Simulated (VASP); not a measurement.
Here is a VASP 6.6.1 calculation.

The input POSCAR:

```
LiCl
1.0
    3.8941840783      0.0000000000      0.0000000000
   -1.9470920392      3.3724623388      0.0000000000
    0.0000000000      0.0000000000      6.2244575060
Li Cl
2 2
Direct
    0.3333333333      0.6666666667     -0.0031270676
    0.6666666667      0.3333333333      0.4968729324
    0.3333333333      0.6666666667      0.3781270676
    0.6666666667      0.3333333333      0.8781270676
```

INCAR.step1

```
ALGO = Normal
EDIFF = 1E-5
ENCUT = 520
GGA = PE
ISIF = 2
ISMEAR = 0
LASPH = True
LREAL = False
LUSENCCL = False
LWAVE = True
NBANDS = 18
NELM = 80
PREC = Accurate
SIGMA = 0.01
```

INCAR.step2

```
ALGO = Normal
EDIFF = 1E-6
ENCUT = 520
GGA = PE
HFSCREEN = 0.2079
ISIF = 2
ISMEAR = 0
ISTART = 1
LASPH = True
LCHARG = True
LELF = True
LHFCALC = True
LREAL = False
LUSENCCL = False
LVHAR = True
LWAVE = False
NBANDS = 18
NELM = 80
PREC = Accurate
PRECFOCK = Normal
SIGMA = 0.01
```

File KPOINTS:

```
k-points
0
Gamma
  6 6 2
```

Potentials or basis: VASP PAW PBE potentials, release 64 (Li_sv, Cl).

Command:

```sh
$ cat potpaw_PBE.64/Li_sv/POTCAR potpaw_PBE.64/Cl/POTCAR > POTCAR
$ cp INCAR.step1 INCAR
$ mpirun -np 1 vasp_std > vasp.out
$ cp INCAR.step2 INCAR
$ mpirun -np 1 vasp_std > vasp.out
```

Problem. Estimate the band gap on the k mesh.

Solution. 7.35 eV, direct.

Caveat: the k points lie up to 0.50 Å⁻¹ apart.
